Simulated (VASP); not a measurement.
The system is MgO.

```
Mg O
1.0
     3.25059    0.00000    0.00000
    -1.62530    2.81510    0.00000
     0.00000    0.00000   10.38634
Mg O
4 4
Direct
  0.33333 0.66667 0.96966
  0.00000 0.00000 0.22100
  0.00000 0.00000 0.72100
  0.66667 0.33333 0.46966
  0.33333 0.66667 0.77984
  0.00000 0.00000 0.52949
  0.00000 0.00000 0.02949
  0.66667 0.33333 0.27984
```

```yaml
Program: VASP 6.6.1
Task: relaxation of cell and atoms
Functional: PBE
Potentials_or_basis: VASP PAW PBE potentials, release 64 (Mg, O)
Cutoff: 600 eV
k_mesh: 9 × 9 × 4
Occupations: gaussian, width 0.02 eV
Spin: no spin polarisation
```

At the start: pressure 3.1 GPa; volume 11.88 Å³/atom.

How do energy, volume and symmetry change on relaxing?

Over 7 steps the energy falls by 2.9 meV/atom and the volume is 12.18 Å³/atom (+2.5 %); space group P6_3mc (No. 186, to 0.1 Å) before and after.

The path:
```tsv
step	energy change (eV)	largest force (eV/Å)	pressure (GPa)	volume (Å³)
1	0.0000	0.0047	3.09	95.04
2	-0.0210	0.0211	-0.87	98.22
3	-0.0230	0.0155	0.00	97.48
4	-0.0230	0.0159	-0.06	97.53
5	-0.0231	0.0104	-0.06	97.53
6	-0.0232	0.0126	-0.06	97.54
7	-0.0232	0.0029	0.05	97.45
```

Final structure:
```xyz
8
Lattice="3.2744 0.0000 0.0000 -1.6372 2.8357 0.0000 0.0000 0.0000 10.4954" Properties=species:S:1:pos:R:3 pbc="T T T"
Mg    0.0000    1.8905   10.1750
Mg   -1.6372    2.8357    2.3173
Mg    0.0000    0.0000    7.5650
Mg    1.6372    0.9452    4.9273
O     0.0000    1.8905    8.1870
O     0.0000    0.0000    5.5591
O    -1.6372    2.8357    0.3114
O     1.6372    0.9452    2.9393
```
